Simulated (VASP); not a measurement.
Input of a VASP 6.6.1 run:

INCAR

```
SYSTEM = Ta
ALGO = Fast
EDIFF = 1E-7
ENCUT = 520
GGA = PS
ISIF = 2
ISMEAR = 0
LASPH = .TRUE.
LCHARG = .FALSE.
LREAL = .FALSE.
LWAVE = .FALSE.
NBANDS = 12
NELM = 100
PREC = Accurate
SIGMA = 0.15
```

File KPOINTS:

```
k-points
0
G
  22 22 22
  0 0 0
```

POSCAR

```
Ta
1.0
   -1.7432021208      1.7432021208      1.4817218027
    1.7432021208     -1.7432021208      1.4817218027
    1.7432021208      1.7432021208     -1.4817218027
Ta
1
Direct
    0.0000000000      0.0000000000      0.0000000000
```

Potentials or basis: VASP PAW PBE potentials, release 64 (Ta_pv).

Run with:

```console
$ cat potpaw_PBE.64/Ta_pv/POTCAR > POTCAR
$ mpirun -np 1 vasp_std > vasp.out
```

What does it give for the pressure?

-1.3 GPa.

Stress tensor (GPa, compression positive):
```
-5.55  0.00  0.00
 0.00 -5.55  0.00
 0.00  0.00  7.29
```

Caveat: the PAW data sets were made with another functional, which shifts forces and pressure a little.
